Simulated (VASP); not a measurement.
WSe, a slab with vacuum:

```xyz
4
Lattice="3.3179 0.0000 0.0000 -1.6590 2.8734 0.0000 0.0000 0.0000 31.6581" Properties=species:S:1:pos:R:3 pbc="T T T"
W     0.0000    0.0000    7.5000
W     0.0000    0.0000   24.1581
Se    0.0000    1.9156    9.1623
Se    0.0000    1.9156   22.4959
```

Base run:

```yaml
Program: VASP 6.6.1
Functional: LDA
Potentials_or_basis: VASP PAW LDA potentials, release 64 (W_sv, Se)
Cutoff: 520 eV
k_mesh: 9 × 9 × 1
Occupations: fermi-dirac, width 0.05 eV
Spin: no spin polarisation
```

Its results: band gap on the k mesh 0.27 eV, indirect (least direct gap 0.74 eV); largest force 1.074 eV/Å.

Task: The run is repeated on the same cell with these changes: functional from LDA to PBE; potentials or basis from VASP PAW LDA potentials, release 64 (W_sv, Se) to VASP PAW PBE potentials, release 64 (W_sv, Se). What comes out?

Result: Band gap on the k mesh 0.35 eV, indirect (least direct gap 0.77 eV); largest force 0.406 eV/Å.

Caveats: spin-orbit coupling is left out, which moves the levels of the heavy elements.

A k mesh can miss the band edges.
